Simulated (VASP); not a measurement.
# Mn (I4_1/amd) in VASP: single point with LDA

Aim: the single point of Mn with LDA.

Everything below comes from runs of VASP 6.6.1. Logs are shortened: lines on timing, memory, paths and dates and some standing lists are left out, and cuts for length are marked.

## (1) The cell of the first run

Symmetry: I4_1/amd, No. 141, tetragonal system. Conventional cell: a = 3.979 Å, b = 3.979 Å, c = 2.110 Å, α = 90.00°, β = 90.00°, γ = 90.00°. Within 2.7 Å of Mn (site symmetry -4m2) lie 10 Mn at 2.06 to 2.54 Å.

## (2) Single point, LDA, collinear spin, ferromagnetic start

The input, INCAR:

```
  PREC = Accurate
  ENCUT = 520
  EDIFF = 1E-6
  ISMEAR = -1
  SIGMA = 0.05
  LREAL = F
  LASPH = T
  NELM = 150
  ALGO = Normal
  ISIF = 2
  LWAVE = F
  LCHARG = F
  ISPIN = 2
  MAGMOM = 3 3
  LORBIT = 11
  LMAXMIX = 4
  NBANDS = 24
```

The input, KPOINTS:

```
regular mesh
0
Gamma
  20 20 20
```

The input, POSCAR:

```
Mn
1.0
   -1.9895671779      1.9895671779      1.0552240489
    1.9895671779     -1.9895671779      1.0552240489
    1.9895671779      1.9895671779     -1.0552240489
Mn
2
Direct
   -0.3750000000     -0.1250000000     -0.2500000000
    0.3750000000      0.1250000000      0.2500000000
```

Potentials or basis: VASP PAW LDA potentials, release 64 (Mn_pv).

Launch:

```sh
$ cat potpaw_LDA.64/Mn_pv/POTCAR > POTCAR
$ mpirun -np 1 vasp_std > vasp.out
```

OUTCAR:

```text
PREC = Accurate
   ENCUT = 520
   EDIFF = 1E-6
   ISMEAR = -1
   LREAL = F
   LASPH = T
   NELM = 150
   ISIF = 2
   ISPIN = 2
   LORBIT = 11

 ion  position               nearest neighbor table
   1  0.625  0.875  0.750-   2 2.06   2 2.06   2 2.06   2 2.06   2 2.54   2 2.54   2 2.54   2 2.54

   2  0.375  0.125  0.250-   1 2.06   1 2.06   1 2.06   1 2.06   1 2.54   1 2.54   1 2.54   1 2.54

  LATTYP: Found a body centered tetragonal cell.
 ALAT       =     3.9791343558
 C/A-ratio  =     0.5303786977

  Lattice vectors:

 A1 = (  -1.9895671779,   1.9895671779,   1.0552240489)
 A2 = (   1.9895671779,  -1.9895671779,   1.0552240489)
 A3 = (   1.9895671779,   1.9895671779,  -1.0552240489)

Analysis of symmetry for initial positions (statically):
=====================================================================
 Subroutine PRICEL returns:
 Original cell was already a primitive cell.

 Routine SETGRP: Setting up the symmetry group for a
 body centered tetragonal supercell.

 Subroutine GETGRP returns: Found 16 space group operations
 (whereof  4 operations were pure point group operations)
 out of a pool of 16 trial point group operations.

The static configuration has the point symmetry C_2h.
 The point group associated with its full space group is D_4h.

Analysis of symmetry for dynamics (positions and initial velocities):
=====================================================================
 Subroutine PRICEL returns:
 Original cell was already a primitive cell.

 Routine SETGRP: Setting up the symmetry group for a
 body centered tetragonal supercell.

 Subroutine GETGRP returns: Found 16 space group operations
 (whereof  4 operations were pure point group operations)
 out of a pool of 16 trial point group operations.

The dynamic configuration has the point symmetry C_2h.
 The point group associated with its full space group is D_4h.

Analysis of structural, dynamic, and magnetic symmetry:
=====================================================================
 Subroutine PRICEL returns:
 Original cell was already a primitive cell.

 Routine SETGRP: Setting up the symmetry group for a
 body centered tetragonal supercell.

 Subroutine GETGRP returns: Found 16 space group operations
 (whereof  4 operations were pure point group operations)
 out of a pool of 16 trial point group operations.

The overall configuration has the point symmetry C_2h.
 The point group associated with its full space group is D_4h.

 Subroutine INISYM returns: Found 16 space group operations
 (whereof  4 operations are pure point group operations),
 and found     1 'primitive' translations

----------------------------------------------------------------------------------------

                                     Primitive cell

  volume of cell :      16.7079

  direct lattice vectors                    reciprocal lattice vectors
    -1.989567178  1.989567178  1.055224049     0.000000000  0.251310941  0.473833022
     1.989567178 -1.989567178  1.055224049     0.251310941  0.000000000  0.473833022
     1.989567178  1.989567178 -1.055224049     0.251310941  0.251310941  0.000000000

  length of vectors
     3.005037921  3.005037921  3.005037921     0.536353355  0.536353355  0.355407341

  position of ions in fractional coordinates (direct lattice)
     0.625000000  0.875000000  0.750000000
     0.375000000  0.125000000  0.250000000

  ion indices of the primitive-cell ions
   primitive index   ion index
                 1           1
                 2           2

----------------------------------------------------------------------------------------

 KPOINTS: regular mesh

Automatic generation of k-mesh.
 Grid dimensions read from file:
 generate k-points for:   20   20   20

 Generating k-lattice:

  Cartesian coordinates                     Fractional coordinates (reciprocal lattice)
     0.000000000  0.012565547  0.023691651     0.050000000  0.000000000  0.000000000
     0.012565547  0.000000000  0.023691651     0.000000000  0.050000000  0.000000000
     0.012565547  0.012565547  0.000000000     0.000000000  0.000000000  0.050000000

  Length of vectors
     0.026817668  0.026817668  0.017770367

  Shift w.r.t. Gamma in fractional coordinates (k-lattice)
     0.000000000  0.000000000  0.000000000

 Subroutine IBZKPT returns following result:
 ===========================================

 Found    641 irreducible k-points:

 Following reciprocal coordinates:
            Coordinates               Weight
  0.000000  0.000000  0.000000      1.000000
  0.050000  0.000000  0.000000      8.000000
  0.100000  0.000000 -0.000000      8.000000
  0.150000  0.000000  0.000000      8.000000
  0.200000  0.000000 -0.000000      8.000000
  0.250000  0.000000  0.000000      8.000000
[... 16 lines left out ...]
 -0.400000  0.050000  0.000000     16.000000
 -0.350000  0.050000  0.000000     16.000000
 [... further k-points ...]
   k-points           NKPTS =    641   k-points in BZ     NKDIM =    641   number of bands    NBANDS=     24
   number of dos      NEDOS =    301   number of ions     NIONS =      2
   total plane-waves  NPLWV =  13824
   dimension x,y,z NGX =    24 NGY =   24 NGZ =   24
   dimension x,y,z NGXF=    48 NGYF=   48 NGZF=   48
   ions per type =               2
   NGX,Y,Z   is equivalent  to a cutoff of  13.28, 13.28, 13.28 a.u.
   NGXF,Y,Z  is equivalent  to a cutoff of  26.55, 26.55, 26.55 a.u.
 SYSTEM =  unknown system
   PREC   = accura    normal or accurate (medium, high low for compatibility)
   ISTART =      0    job   : 0-new  1-cont  2-samecut
   ICHARG =      2    charge: 1-file 2-atom 10-const
   ISPIN  =      2    spin polarized calculation?
   LNONCOLLINEAR =      F non collinear calculations
   LSORBIT =      F    spin-orbit coupling
   LASPH  =      T    aspherical Exc in radial PAW
   ENCUT  =  520.0 eV  38.22 Ry    6.18 a.u.   5.59  5.59  5.59*2*pi/ulx,y,z
   NELM   =    150;   NELMIN=  2; NELMDL= -5     # of ELM steps
   EDIFF  = 0.1E-05   stopping-criterion for ELM
   LREAL  =      F    real-space projection
   EDIFFG = 0.1E-04   stopping-criterion for IOM
   NSW    =      0    number of steps for IOM
   IBRION =     -1    ionic relax: 0-MD 1-quasi-New 2-CG
   NFREE  =      0    steps in history (QN), initial steepest desc. (CG)
   ISIF   =      2    stress and relaxation
   ISYM   =      2    0-nonsym 1-usesym 2-fastsym
   POTIM  = 0.5000    time-step for ionic-motion
   TEBEG  =    0.0;   TEEND  =   0.0 temperature during run
   PSTRESS=    0.0 pullay stress
   NELECT =      26.0000    total number of electrons
   NUPDOWN=      -1.0000    fix difference up-down
   EMIN   =  10.00;   EMAX   =-10.00  energy-range for DOS
   EFERMI =   0.00;   METHOD = LEGACY
   ISMEAR =    -1;   SIGMA  =   0.05  broadening in eV -4-tet -1-fermi 0-gaus
   EFERMI_NEDOS =   21; number of points for ismear=-14 and -15
   IALGO  =     38    algorithm
   IMIX   =      4    mixing-type and parameters
     AMIX     =   0.40;   BMIX     =  1.00
     AMIX_MAG =   1.60;   BMIX_MAG =  1.00
  volume/ion in A,a.u.               =       8.35        56.38
  Fermi-wavevector in a.u.,A,eV,Ry     =   1.897108  3.585014 48.967607  3.599018
  Thomas-Fermi vector in A             =   2.936973
   LORBIT       =     11    0 simple, 1 ext, 2 COOP (PROOUT), +10 PAW based schemes
   GGA     = CA    functional components
   LHFCALC =     F    Hartree Fock is set to
   AEXX    =    0.0000 exact exchange contribution
   IVDW    =     0    specifies the selected vdW correction
   LEPSILON=     F    determine dielectric tensor
   LRPA    =     F    only Hartree local field effects (RPA)
 spin polarized calculation
  energy-cutoff  :      520.00
  volume of cell :       16.71
 maximum number of plane-waves:       468
   NGX = 11   NGY = 11   NGZ = 11

 number of electron      26.0000012 magnetization      -0.0003082

 number of electron      26.0000012 magnetization       0.0005881

 Free energy of the ion-electron system (eV)
  ---------------------------------------------------
  ext. energy  EPLUGINS =         0.00000000
  ---------------------------------------------------
  free energy    TOTEN  =       -17.48758532 eV

  energy without entropy =      -17.46712790  energy(sigma->0) =      -17.47735661

 E-fermi :  14.9333     XC(G=0): -15.8847

 val. band max:       14.9319776925   @ k =   0.5000   0.0500  -0.0000
 cond. band min:      14.9342446831   @ k =  -0.4000   0.5000   0.3000
 fundamental gap:      0.0022669907
 Fermi energy:        14.9333398263

 spin component 1

 k-point     1 :       0.0000    0.0000    0.0000
  band No.  band energies     occupation
      1     -34.0866      1.00000
      2     -34.0866      1.00000
      3     -32.3311      1.00000
      4     -32.3138      1.00000
      5     -32.2926      1.00000
      6     -32.2926      1.00000
[... 16 lines left out ...]
     23      39.4631      0.00000
     24      44.6471      0.00000
[... 598 lines left out ...]
      2     -33.7591      1.00000
      3     -33.5430      1.00000
      4     -33.1612      1.00000
      5     -32.6560      1.00000
      6     -32.2141      1.00000
[... 16 lines left out ...]
     23      37.4486      0.00000
     24      38.5796      0.00000

 [... further k-points ...]

 spin component 2

 k-point     1 :       0.0000    0.0000    0.0000
  band No.  band energies     occupation
      1     -34.0863      1.00000
      2     -34.0863      1.00000
      3     -32.3308      1.00000
      4     -32.3135      1.00000
      5     -32.2923      1.00000
      6     -32.2923      1.00000
[... 16 lines left out ...]
     23      39.4632      0.00000
     24      45.0124      0.00000
[... 598 lines left out ...]
      2     -33.7588      1.00000
      3     -33.5428      1.00000
      4     -33.1609      1.00000
      5     -32.6557      1.00000
      6     -32.2138      1.00000
[... 16 lines left out ...]
     23      37.4487      0.00000
     24      38.5797      0.00000

 [... further k-points ...]

------------------------ aborting loop because EDIFF is reached ----------------------------------------

  FORCE on cell =-STRESS in cart. coord.  units (eV):
  Direction    XX          YY          ZZ          XY          YZ          ZX
  --------------------------------------------------------------------------------------
  -------------------------------------------------------------------------------------
  Total       12.9991475     12.9991475     12.9294682      0.0000000      0.0000000      0.0000000
  in kB     1246.5323911   1246.5323911   1239.8506038      0.0000000      0.0000000      0.0000000
  external PRESSURE =    1244.3051286 kB  Pullay stress =       0.0000000 kB

 VOLUME and BASIS-vectors are now :
 -----------------------------------------------------------------------------
  energy-cutoff  :      520.00
  volume of cell :       16.71
      direct lattice vectors                 reciprocal lattice vectors
    -1.989567178  1.989567178  1.055224049     0.000000000  0.251310941  0.473833022
     1.989567178 -1.989567178  1.055224049     0.251310941  0.000000000  0.473833022
     1.989567178  1.989567178 -1.055224049     0.251310941  0.251310941  0.000000000

 POSITION                                       TOTAL-FORCE (eV/Angst)
 -----------------------------------------------------------------------------------
      1.98957      0.99478      0.79142         0.000000     -0.000000      0.000000
     -0.00000      0.99478      0.26381        -0.000000      0.000000     -0.000000
 -----------------------------------------------------------------------------------
    total drift:                               -0.000000      0.000000      0.000000

  FREE ENERGIE OF THE ION-ELECTRON SYSTEM (eV)
  ---------------------------------------------------
  free  energy   TOTEN  =       -17.4875853174 eV

  energy  without entropy=      -17.4671279038  energy(sigma->0) =      -17.47735661

 total charge

# of ion       s       p       d       tot
------------------------------------------
    1        0.541   6.558   5.681  12.780
    2        0.541   6.558   5.681  12.780
--------------------------------------------------
tot          1.082  13.115  11.363  25.560

 magnetization (x)

# of ion       s       p       d       tot
------------------------------------------
    1        0.000   0.000   0.000   0.000
    2        0.000   0.000   0.000   0.000
--------------------------------------------------
tot          0.000   0.000   0.000   0.000
```

It took 5.9 min on 1 thread of AMD EPYC 9R45 (Zen 5), shared host; peak memory 0.39 GiB.

Results:

```yaml
Free_energy: -17.4876 eV
Pressure: 124.4 GPa
Band_gap_on_the_k_mesh: zero (filled and empty bands overlap)
Net_moment: 0.00 μB per cell
Valence_electrons_inside_the_program's_atomic_spheres: Mn 12.78
```

Levels at points of the mesh, in eV from the Fermi level:
Spin up:
```csv
k point,band 11,band 12,band 13,band 14,band 15,band 16
"(0.00, 0.00, 0.00)",-3.81,0.54,0.54,0.59,0.59,2.50
"(0.50, 0.00, 0.00)",-1.73,-1.42,0.03,0.57,1.94,2.01
"(0.50, 0.50, 0.00)",-2.35,-2.35,0.31,0.31,1.42,1.42
"(0.50, 0.50, 0.50)",-0.79,-0.79,-0.36,-0.36,0.96,0.96
```
Spin down:
```
           k point  band 10  band 11  band 12  band 13  band 14  band 15  band 16  band 17
(0.00, 0.00, 0.00)    -4.41    -3.81     0.54     0.54     0.59     0.59     2.50     3.86
(0.50, 0.00, 0.00)    -3.26    -1.73    -1.42     0.03     0.57     1.94     2.01     5.03
(0.50, 0.50, 0.00)    -4.28    -2.35    -2.35     0.31     0.31     1.42     1.42     1.76
(0.50, 0.50, 0.50)    -3.53    -0.79    -0.79    -0.36    -0.36     0.96     0.96     0.96
```

Caveat: atoms lie so close that the PAW spheres overlap strongly, which falsifies energies and pressures; the cell stands under pressure.
